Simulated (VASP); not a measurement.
# Tl (P6_3/mmc) in VASP: single point with PBE

Aim: the single point of Tl with PBE.

Everything below comes from runs of VASP 6.6.1. Logs are shortened: lines on timing, memory, paths and dates and some standing lists are left out, and cuts for length are marked.

## (1) The cell of the first run

It takes space group P6_3/mmc (No. 194, hexagonal). Conventional cell: a = 3.509 Å, b = 3.509 Å, c = 5.833 Å, α = 90.00°, β = 90.00°, γ = 120.00°. Tl (site symmetry -6m2) has 12 Tl at 3.51 to 3.55 Å within 4.6 Å.

## (2) Single point, PBE

INCAR

```
ALGO     = Fast           # electronic algorithm
EDIFF    = 1E-6           # SCF threshold, eV
ENCUT    = 520            # plane-wave cutoff, eV
GGA      = PE             # functional
ISIF     = 2              # what is computed and relaxed
ISMEAR   = 0              # smearing method
LASPH    = True           # aspherical terms in the spheres
LCHARG   = False          # write CHGCAR
LREAL    = False          # projectors in reciprocal space
LWAVE    = False          # write WAVECAR
NBANDS   = 20             # bands
NELM     = 100            # most SCF steps
PREC     = Accurate       # precision mode
SIGMA    = 0.05           # smearing width, eV
```

KPOINTS

```
k-points
0
Gamma
  6 6 4
```

POSCAR

```
Tl
1.0
    3.5086533626      0.0000000000      0.0000000000
   -1.7543266813      3.0385829451      0.0000000000
    0.0000000000      0.0000000000      5.8333509379
Tl
2
Direct
    0.3333333333      0.6666666667      0.7500000000
    0.6666666667      0.3333333333      0.2500000000
```

Potentials or basis: VASP PAW PBE potentials, release 64 (Tl_d).

Started as:

```bash
$ cat potpaw_PBE.64/Tl_d/POTCAR > POTCAR
$ mpirun -np 1 vasp_std > vasp.out
```

OUTCAR:

```text
EDIFF = 1E-6
   ENCUT = 520
   GGA = PE
   ISIF = 2
   ISMEAR = 0
   LASPH = True
   LREAL = False
   NELM = 100
   PREC = Accurate

 ion  position               nearest neighbor table
   1  0.333  0.667  0.750-   2 3.55   2 3.55   2 3.55   2 3.55   2 3.55   2 3.55
   2  0.667  0.333  0.250-   1 3.55   1 3.55   1 3.55   1 3.55   1 3.55   1 3.55

  LATTYP: Found a hexagonal cell.
 ALAT       =     3.5086533626
 C/A-ratio  =     1.6625611980

  Lattice vectors:

 A1 = (   3.5086533626,   0.0000000000,   0.0000000000)
 A2 = (  -1.7543266813,   3.0385829451,   0.0000000000)
 A3 = (   0.0000000000,   0.0000000000,   5.8333509379)

Analysis of symmetry for initial positions (statically):
=====================================================================
 Subroutine PRICEL returns:
 Original cell was already a primitive cell.

 Routine SETGRP: Setting up the symmetry group for a
 hexagonal supercell.

 Subroutine GETGRP returns: Found 24 space group operations
 (whereof 12 operations were pure point group operations)
 out of a pool of 24 trial point group operations.

The static configuration has the point symmetry D_3d.
 The point group associated with its full space group is D_6h.

Analysis of symmetry for dynamics (positions and initial velocities):
=====================================================================
 Subroutine PRICEL returns:
 Original cell was already a primitive cell.

 Routine SETGRP: Setting up the symmetry group for a
 hexagonal supercell.

 Subroutine GETGRP returns: Found 24 space group operations
 (whereof 12 operations were pure point group operations)
 out of a pool of 24 trial point group operations.

The dynamic configuration has the point symmetry D_3d.
 The point group associated with its full space group is D_6h.

 Subroutine INISYM returns: Found 24 space group operations
 (whereof 12 operations are pure point group operations),
 and found     1 'primitive' translations

----------------------------------------------------------------------------------------

                                     Primitive cell

  volume of cell :      62.1913

  direct lattice vectors                    reciprocal lattice vectors
     3.508653363  0.000000000  0.000000000     0.285009631  0.164550387  0.000000000
    -1.754326681  3.038582945  0.000000000     0.000000000  0.329100774  0.000000000
     0.000000000  0.000000000  5.833350938     0.000000000  0.000000000  0.171428054

  length of vectors
     3.508653363  3.508653363  5.833350938     0.329100774  0.329100774  0.171428054

  position of ions in fractional coordinates (direct lattice)
     0.333333333  0.666666667  0.750000000
     0.666666667  0.333333333  0.250000000

  ion indices of the primitive-cell ions
   primitive index   ion index
                 1           1
                 2           2

----------------------------------------------------------------------------------------

 KPOINTS: k-points

Automatic generation of k-mesh.
 Grid dimensions read from file:
 generate k-points for:    6    6    4

 Generating k-lattice:

  Cartesian coordinates                     Fractional coordinates (reciprocal lattice)
     0.047501605  0.027425065  0.000000000     0.166666667  0.000000000  0.000000000
     0.000000000  0.054850129  0.000000000     0.000000000  0.166666667  0.000000000
     0.000000000  0.000000000  0.042857014     0.000000000  0.000000000  0.250000000

  Length of vectors
     0.054850129  0.054850129  0.042857014

  Shift w.r.t. Gamma in fractional coordinates (k-lattice)
     0.000000000  0.000000000  0.000000000

 Subroutine IBZKPT returns following result:
 ===========================================

 Found     21 irreducible k-points:

 Following reciprocal coordinates:
            Coordinates               Weight
  0.000000  0.000000  0.000000      1.000000
  0.166667  0.000000  0.000000      6.000000
  0.333333  0.000000  0.000000      6.000000
  0.500000 -0.000000  0.000000      3.000000
  0.166667  0.166667  0.000000      6.000000
  0.333333  0.166667  0.000000     12.000000
[... 13 lines left out ...]
  0.333333  0.166667  0.500000     12.000000
  0.333333  0.333333  0.500000      2.000000
   k-points           NKPTS =     21   k-points in BZ     NKDIM =     21   number of bands    NBANDS=     20
   number of dos      NEDOS =    301   number of ions     NIONS =      2
   total plane-waves  NPLWV =  37632
   dimension x,y,z NGX =    28 NGY =   28 NGZ =   48
   dimension x,y,z NGXF=    56 NGYF=   56 NGZF=   96
   ions per type =               2
   NGX,Y,Z   is equivalent  to a cutoff of  13.27, 13.27, 13.68 a.u.
   NGXF,Y,Z  is equivalent  to a cutoff of  26.53, 26.53, 27.36 a.u.
 SYSTEM =  unknown system
   PREC   = accura    normal or accurate (medium, high low for compatibility)
   ISTART =      0    job   : 0-new  1-cont  2-samecut
   ICHARG =      2    charge: 1-file 2-atom 10-const
   ISPIN  =      1    spin polarized calculation?
   LNONCOLLINEAR =      F non collinear calculations
   LSORBIT =      F    spin-orbit coupling
   LASPH  =      T    aspherical Exc in radial PAW
   ENCUT  =  520.0 eV  38.22 Ry    6.18 a.u.   6.52  6.52 10.85*2*pi/ulx,y,z
   NELM   =    100;   NELMIN=  2; NELMDL= -5     # of ELM steps
   EDIFF  = 0.1E-05   stopping-criterion for ELM
   LREAL  =      F    real-space projection
   EDIFFG = 0.1E-04   stopping-criterion for IOM
   NSW    =      0    number of steps for IOM
   IBRION =     -1    ionic relax: 0-MD 1-quasi-New 2-CG
   NFREE  =      0    steps in history (QN), initial steepest desc. (CG)
   ISIF   =      2    stress and relaxation
   ISYM   =      2    0-nonsym 1-usesym 2-fastsym
   POTIM  = 0.5000    time-step for ionic-motion
   TEBEG  =    0.0;   TEEND  =   0.0 temperature during run
   PSTRESS=    0.0 pullay stress
   NELECT =      26.0000    total number of electrons
   NUPDOWN=      -1.0000    fix difference up-down
   EMIN   =  10.00;   EMAX   =-10.00  energy-range for DOS
   EFERMI =   0.00;   METHOD = LEGACY
   ISMEAR =     0;   SIGMA  =   0.05  broadening in eV -4-tet -1-fermi 0-gaus
   EFERMI_NEDOS =   21; number of points for ismear=-14 and -15
   IALGO  =     68    algorithm
   IMIX   =      4    mixing-type and parameters
     AMIX     =   0.40;   BMIX     =  1.00
     AMIX_MAG =   1.60;   BMIX_MAG =  1.00
  volume/ion in A,a.u.               =      31.10       209.84
  Fermi-wavevector in a.u.,A,eV,Ry     =   1.224116  2.313245 20.387800  1.498461
  Thomas-Fermi vector in A             =   2.359203
   LORBIT       =      0    0 simple, 1 ext, 2 COOP (PROOUT), +10 PAW based schemes
   GGA     = PE    functional components
   LHFCALC =     F    Hartree Fock is set to
   AEXX    =    0.0000 exact exchange contribution
   IVDW    =     0    specifies the selected vdW correction
   LEPSILON=     F    determine dielectric tensor
   LRPA    =     F    only Hartree local field effects (RPA)
 non-spin polarized calculation
 RMM-DIIS sequential band-by-band and
 Gauss-broadening in eV      SIGMA  =   0.05
  energy-cutoff  :      520.00
  volume of cell :       62.19
 maximum number of plane-waves:      1708
 NGX is ok and might be reduce to    28
   NGX = 13   NGY = 13   NGZ = 21

 number of electron      25.9999995 magnetization

 Free energy of the ion-electron system (eV)
  ---------------------------------------------------
  ext. energy  EPLUGINS =         0.00000000
  ---------------------------------------------------
  free energy    TOTEN  =        -4.43568795 eV

  energy without entropy =       -4.43438159  energy(sigma->0) =       -4.43503477

 E-fermi :   5.8248     XC(G=0):  -9.7814

 val. band max:        5.7351033896   @ k =   0.3333   0.0000   0.0000
 cond. band min:       5.8481985172   @ k =   0.3333   0.3333   0.2500
 fundamental gap:      0.1130951277
 Fermi energy:         5.8248153926

 k-point     1 :       0.0000    0.0000    0.0000
  band No.  band energies     occupation
      1      -5.9274      2.00000
      2      -5.7981      2.00000
      3      -5.7590      2.00000
      4      -5.7590      2.00000
      5      -5.7231      2.00000
      6      -5.7231      2.00000
[... 12 lines left out ...]
     19      16.0719      0.00000
     20      16.4334      0.00000

 k-point     2 :       0.1667    0.0000    0.0000
  band No.  band energies     occupation
      1      -5.8992      2.00000
      2      -5.7908      2.00000
      3      -5.7489      2.00000
      4      -5.6780      2.00000
      5      -5.6759      2.00000
      6      -5.6605      2.00000
[... 12 lines left out ...]
     19      15.4334      0.00000
     20      16.8395      0.00000

 k-point     3 :       0.3333    0.0000    0.0000
  band No.  band energies     occupation
      1      -5.9979      2.00000
      2      -5.8341      2.00000
      3      -5.8238      2.00000
      4      -5.7201      2.00000
      5      -5.6460      2.00000
      6      -5.5799      2.00000
[... 12 lines left out ...]
     19      14.1126      0.00000
     20      15.8733      0.00000

 k-point     4 :       0.5000   -0.0000    0.0000
  band No.  band energies     occupation
      1      -6.0515      2.00000
      2      -5.9024      2.00000
      3      -5.8771      2.00000
      4      -5.7497      2.00000
      5      -5.6233      2.00000
      6      -5.5876      2.00000
[... 12 lines left out ...]
     19      13.7834      0.00000
     20      15.3943      0.00000

 k-point     5 :       0.1667    0.1667    0.0000
  band No.  band energies     occupation
      1      -5.8518      2.00000
      2      -5.8462      2.00000
      3      -5.7724      2.00000
      4      -5.7208      2.00000
      5      -5.6823      2.00000
      6      -5.6298      2.00000
[... 12 lines left out ...]
     19      14.8210      0.00000
     20      17.0037      0.00000
[... 284 lines left out ...]
      6      -5.5647      2.00000
[... 12 lines left out ...]
     19      14.1729      0.00000
     20      14.1729      0.00000

 k-point    19 :       0.1667    0.1667    0.5000
  band No.  band energies     occupation
      1      -5.8573      2.00000
      2      -5.8573      2.00000
      3      -5.7593      2.00000
      4      -5.7593      2.00000
      5      -5.6250      2.00000
      6      -5.6250      2.00000
[... 12 lines left out ...]
     19      17.1359      0.00000
     20      17.1359      0.00000

 k-point    20 :       0.3333    0.1667    0.5000
  band No.  band energies     occupation
      1      -5.8845      2.00000
      2      -5.8845      2.00000
      3      -5.8123      2.00000
      4      -5.8123      2.00000
      5      -5.6074      2.00000
      6      -5.6074      2.00000
[... 12 lines left out ...]
     19      15.9384      0.00000
     20      15.9384      0.00000

 k-point    21 :       0.3333    0.3333    0.5000
  band No.  band energies     occupation
      1      -5.8583      2.00000
      2      -5.8583      2.00000
      3      -5.6946      2.00000
      4      -5.6946      2.00000
      5      -5.6034      2.00000
      6      -5.6034      2.00000
[... 12 lines left out ...]
     19      15.8944      0.00000
     20      15.8968      0.00000

------------------------ aborting loop because EDIFF is reached ----------------------------------------

  FORCE on cell =-STRESS in cart. coord.  units (eV):
  Direction    XX          YY          ZZ          XY          YZ          ZX
  --------------------------------------------------------------------------------------
  -------------------------------------------------------------------------------------
  Total       -0.0037371     -0.0037371      0.0019193      0.0000000     -0.0000000      0.0000000
  in kB       -0.0962746     -0.0962746      0.0494454      0.0000000     -0.0000000      0.0000000
  external PRESSURE =      -0.0477013 kB  Pullay stress =       0.0000000 kB

 VOLUME and BASIS-vectors are now :
 -----------------------------------------------------------------------------
  energy-cutoff  :      520.00
  volume of cell :       62.19
      direct lattice vectors                 reciprocal lattice vectors
     3.508653363  0.000000000  0.000000000     0.285009631  0.164550387  0.000000000
    -1.754326681  3.038582945  0.000000000     0.000000000  0.329100774  0.000000000
     0.000000000  0.000000000  5.833350938     0.000000000  0.000000000  0.171428054

 POSITION                                       TOTAL-FORCE (eV/Angst)
 -----------------------------------------------------------------------------------
     -0.00000      2.02572      4.37501        -0.000000      0.000000      0.000000
      1.75433      1.01286      1.45834         0.000000     -0.000000     -0.000000
 -----------------------------------------------------------------------------------
    total drift:                               -0.000000      0.000000      0.000000

  FREE ENERGIE OF THE ION-ELECTRON SYSTEM (eV)
  ---------------------------------------------------
  free  energy   TOTEN  =        -4.4356879464 eV

  energy  without entropy=       -4.4343815926  energy(sigma->0) =       -4.43503477
```

Wall time 35 s (1 thread of Intel Xeon 6975P-C, shared host); peak memory 0.19 GiB.

What came out:

| Property | Result |
| --- | --- |
| Free energy | -4.4357 eV |
| Pressure | 0.0 GPa |
| Band gap on the k mesh | zero (band 13 reaches 8.55 eV, above the bottom of band 14 at 3.73 eV) |

Levels at points of the mesh, in eV from the Fermi level:
| k point | band 11 | band 12 | band 13 | band 14 | band 15 | band 16 |
| --- | --- | --- | --- | --- | --- | --- |
| (0.00, 0.00, 0.00) | -9.60 | -5.59 | -2.72 | 7.79 | 7.79 | 9.22 |
| (0.50, 0.00, 0.00) | -5.66 | -4.61 | -1.06 | 0.16 | 1.24 | 3.46 |
| (0.00, 0.00, 0.50) | -8.36 | -8.36 | 2.48 | 2.48 | 8.63 | 8.63 |
| (0.50, 0.00, 0.50) | -4.80 | -4.80 | -2.10 | -2.10 | 5.35 | 5.35 |

Caveat: spin-orbit coupling is left out, which moves the levels of the heavy elements.
